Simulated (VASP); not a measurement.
NaF (Villiaumite): single point with r2SCAN

The system is NaF (Villiaumite).

```
Na F
1.0
     0.00000    2.27386    2.27386
     2.27386    0.00000    2.27386
     2.27386    2.27386    0.00000
Na F
1 1
Direct
  0.00000 0.00000 0.00000
  0.50000 0.50000 0.50000
```

This cell differs from its parent crystal: volume scaled by 0.97.

```
Program                : VASP 6.6.1
Task                   : single point
Functional             : r2SCAN
Potentials or basis    : VASP PAW PBE potentials, release 64 (Na_pv, F)
Cutoff                 : 520 eV
k mesh                 : 8 × 8 × 8
Occupations            : gaussian, width 0.02 eV
Spin                   : no spin polarisation
Dipole correction      : no
Further INCAR settings : ALGO = Normal; EDIFF = 1e-06; NBANDS = 14
```

```yaml
Pressure: 1.1 GPa
Band_gap_on_the_k_mesh: 7.50 eV, direct
```

Levels at points of the mesh, in eV from the valence-band top:
| k point | band 4 | band 5 | band 6 | band 7 | band 8 | band 9 | band 10 | band 11 |
| --- | --- | --- | --- | --- | --- | --- | --- | --- |
| (0.00, 0.00, 0.00) | -19.33 | 0.00 | 0.00 | 0.00 | 7.50 | 20.19 | 20.19 | 20.19 |
| (0.50, 0.00, 0.00) | -18.80 | -1.68 | -0.30 | -0.30 | 12.00 | 13.92 | 22.05 | 22.05 |
| (0.50, 0.50, 0.00) | -19.39 | -1.35 | -0.43 | -0.43 | 14.12 | 14.56 | 15.43 | 21.89 |

Run time: 18 s on 1 thread of AMD EPYC 9R45 96-Core Processor (Zen 5), with other jobs on the host, peak memory 0.11 GiB.

Caveat: the PAW data sets were made with another functional, which shifts forces and pressure a little.
